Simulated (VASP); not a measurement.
Input of a VASP 6.6.1 run:

Contents of INCAR:

```
SYSTEM = HfO2
ALGO = Normal
EDIFF = 1E-7
EDIFFG = -0.008
ENCUT = 600
GGA = PE
IBRION = 2
ISIF = 3
ISMEAR = 0
LASPH = .True.
LCHARG = .False.
LREAL = .False.
LWAVE = .False.
NELM = 80
NSW = 70
PREC = Accurate
PSTRESS = 400.0
SIGMA = 0.02
```

KPOINTS

```
k-points
0
Gamma
  8 8 6
  0 0 0
```

POSCAR

```
HfO2
1.0
    3.4401595855      0.0000000000      0.0000000000
    0.0000000000      3.4401595855      0.0000000000
    0.0000000000      0.0000000000      4.9241843306
Hf O
2 4
Direct
    0.5000000000      0.5000000000      0.5000000000
    0.0000000000      0.0000000000      0.0000000000
    0.0000000000      0.5000000000      0.7133968963
    0.5000000000      0.0000000000      0.7866031037
    0.5000000000      0.0000000000      0.2866031037
    0.0000000000      0.5000000000      0.2133968963
```

Potentials or basis: VASP PAW PBE potentials, release 64 (Hf_pv, O).

The run is started by

```bash
$ cat potpaw_PBE.64/Hf_pv/POTCAR potpaw_PBE.64/O/POTCAR > POTCAR
$ mpirun -np 1 vasp_std > vasp.out
```

Question: Predict the band gap on the k mesh.

Answer: 4.36 eV (least direct gap 4.41 eV).

Question: Estimate the relaxed cell.

Answer: a = 3.443 Å, b = 3.443 Å, c = 4.880 Å, α = 90.00°, β = 90.00°, γ = 90.00°.

Question: Predict the space group after relaxing (to 0.1 Å).

Answer: P4_2/nmc (No. 137).

Question: What does it give for the relaxed volume?

Answer: 9.64 Å³/atom.

Forces on the atoms (eV/Å):
```
Hf   0.000  0.000  0.000
Hf   0.000  0.000  0.000
O    0.000  0.000  0.005
O    0.000  0.000 -0.005
O    0.000  0.000 -0.005
O    0.000  0.000  0.005
```

Caveat: the cell is relaxed towards a set pressure, so the run minimises the enthalpy, not the energy; spin-orbit coupling is left out, which moves the levels of the heavy elements. A k mesh can miss the band edges.
